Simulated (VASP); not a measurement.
A run of VASP 6.6.1:

Contents of INCAR:

```
SYSTEM = Cu
  ALGO = Normal
  EDIFF = 1E-6
  ENCUT = 520
  GGA = CA
  ISIF = 2
  ISMEAR = -1
  LASPH = .True.
  LCHARG = .True.
  LELF = .True.
  LREAL = .False.
  LVHAR = .True.
  LWAVE = .False.
  NBANDS = 12
  NELM = 60
  PREC = Accurate
  SIGMA = 0.1
```

Contents of KPOINTS:

```
k-points
0
Gamma
  26 26 26
  0 0 0
```

The input POSCAR:

```
Cu
1.0
   -1.3978609273      1.3978609273      1.3978609273
    1.3978609273     -1.3978609273      1.3978609273
    1.3978609273      1.3978609273     -1.3978609273
Cu
1
Direct
    0.0000000000      0.0000000000      0.0000000000
```

Potentials or basis: VASP PAW LDA potentials, release 64 (Cu).

Launch:

```sh
$ cat potpaw_LDA.64/Cu/POTCAR > POTCAR
$ mpirun -np 1 vasp_std > vasp.out
```

Hardware: 1 thread of Intel(R) Xeon(R) 6975P-C (Granite Rapids), with other jobs on the host.

**Question.** Estimate the wall time of this run.

**Answer.** It took 25 s on 1 thread of Intel(R) Xeon(R) 6975P-C (Granite Rapids), on a shared host, peak memory 0.16 GiB. Counts: scf iterations 12, k points 511.
